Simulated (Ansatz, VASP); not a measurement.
**One calculation of NiH3, two programs**

```
Ni H
1.0
     2.66684    0.00000    0.00000
     0.00000    2.66684    0.00000
     0.00000    0.00000    2.66684
Ni H
1 3
Cartesian
  0.0000 0.0000 0.0000
  0.0000 1.3334 1.3334
  1.3334 0.0000 1.3334
  1.3334 1.3334 0.0000
```

Alike in both runs: task relaxation of cell and atoms; functional PBE; k mesh 18 × 18 × 18; occupations gaussian, width 0.1 eV; no spin polarisation.

```csv
,VASP,Ansatz
version,VASP 6.6.1,Ansatz 0.2.0
potentials or method,"VASP PAW PBE potentials, release 64 (Ni, H), cutoff 600 eV","scalar-relativistic, plane waves, PAW"
valence electrons in the cell,13,21
```

```tsv
	VASP	Ansatz	Ansatz less VASP
gap on the k mesh at the Fermi level, each at its own relaxed structure (eV)	none	none	-
relaxed volume (Å³/atom)	4.73	4.73	+0.001
relaxed cell length with the largest relative difference (Å)	2.665	2.665	+0.0002
```

A gap of «none» marks a metal or a gap that the smearing closes. VASP's potentials hold 13 valence electrons a cell and Ansatz's 21, so a difference there can come from the potentials and not from the codes.
